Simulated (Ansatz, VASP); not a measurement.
## Two plane-wave programs on BeTe

```xyz
2
Lattice="0.0000 2.8472 2.8472 2.8472 0.0000 2.8472 2.8472 2.8472 0.0000" Properties=species:S:1:pos:R:3 pbc="T T T"
Be    0.0000    0.0000    0.0000
Te    1.4236    1.4236    1.4236
```

Alike in both runs: functional r2SCAN; k mesh 8 × 8 × 8; occupations fermi-dirac, width 0.02 eV; no spin polarisation.

Ansatz relaxed the structure, and its values are those at the end. VASP's run is a single point on that final structure, the one shown.

```csv
,VASP,Ansatz
version,VASP 6.6.1,Ansatz 0.2.0
potentials or method,"VASP PAW PBE potentials, release 64 (Be, Te), cutoff 520 eV",PAW plane waves
valence electrons in the cell,8,18
```

|  | VASP | Ansatz | Ansatz less VASP |
| --- | --- | --- | --- |
| gap on the k mesh at the Fermi level (eV) | 2.42 | 2.42 | +0.008 |
| pressure (GPa) | -1.0 | -1.1 | -0.14 |

VASP's potentials were made for PBE, not for r2SCAN. The functional is the same, so the differences come from potentials, cutoffs and numerics. VASP's potentials hold 8 valence electrons a cell and Ansatz's 18, so a difference there can come from the potentials and not from the codes. Ansatz's warnings: stress scf threshold loose.

Spin-orbit coupling is off throughout.
